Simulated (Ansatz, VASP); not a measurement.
# One calculation of Ca, two programs

```
CELL_PARAMETERS angstrom
-2.05242 2.05242 2.66815
2.05242 -2.05242 2.66815
2.05242 2.05242 -2.66815
ATOMIC_POSITIONS crystal
Ca 0.00000 0.00000 0.00000
```

Alike in both runs: task single point; functional PBEsol; k mesh 16 × 16 × 16; occupations gaussian, width 0.15 eV; no spin polarisation.

|  | VASP | Ansatz |
| --- | --- | --- |
| version | VASP 6.6.1 | Ansatz 0.2.0 |
| potentials or method | VASP PAW PBE potentials, release 64 (Ca_sv), cutoff 520 eV | scalar-relativistic, plane waves, PAW |
| valence electrons in the cell | 10 | 10 |

Ansatz gave:

* gap on the k mesh at the Fermi level (eV): none
* pressure (GPa): -1.6
* traceless stress, the component that is largest in VASP (GPa): 0.22

Question: What did VASP give for the same quantities?

Answer: gap on the k mesh at the Fermi level (eV): none; pressure (GPa): -1.5; traceless stress, the component that is largest in VASP (GPa): 0.22.

VASP's potentials were made for PBE, not for PBEsol. A gap of «none» marks a metal or a gap that the smearing closes.
